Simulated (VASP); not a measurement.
A run of VASP 6.6.1:

Contents of INCAR:

```
SYSTEM = PbO
PREC = Accurate
ENCUT = 600
EDIFF = 1E-6
ISMEAR = 0
SIGMA = 0.01
LREAL = .False.
LASPH = .True.
NELM = 120
ALGO = Normal
ISIF = 2
LWAVE = .False.
LCHARG = .False.
GGA = PE
NBANDS = 28
GGA_COMPAT = .False.
```

KPOINTS

```
Automatic mesh
0
Gamma
  4 4 4
  0 0 0
```

File POSCAR:

```
PbO
1.0
    3.9900000000      0.0000000000      0.0000000000
    0.0000000000      3.9900000000      0.0000000000
    0.0000000000      0.0000000000      5.0100000000
Pb O
2 2
Direct
    0.5000000000      0.0000000000      0.7600000000
    0.0000000000      0.5000000000      0.2400000000
    0.5000000000      0.5000000000      0.0000000000
    0.0000000000      0.0000000000      0.0000000000
```

Potentials or basis: VASP PAW PBE potentials, release 64 (Pb_d, O).

Run with:

```console
$ cat potpaw_PBE.64/Pb_d/POTCAR potpaw_PBE.64/O/POTCAR > POTCAR
$ mpirun -np 1 vasp_std > vasp.out
```

Hardware: 1 thread of Intel Xeon 8259CL (shared host).

Task: How long does it take, and how much memory?

Result: Wall time 58 s on 1 thread of Intel Xeon 8259CL (shared host), peak memory 0.21 GiB. Counts: scf iterations 14, k points 18.
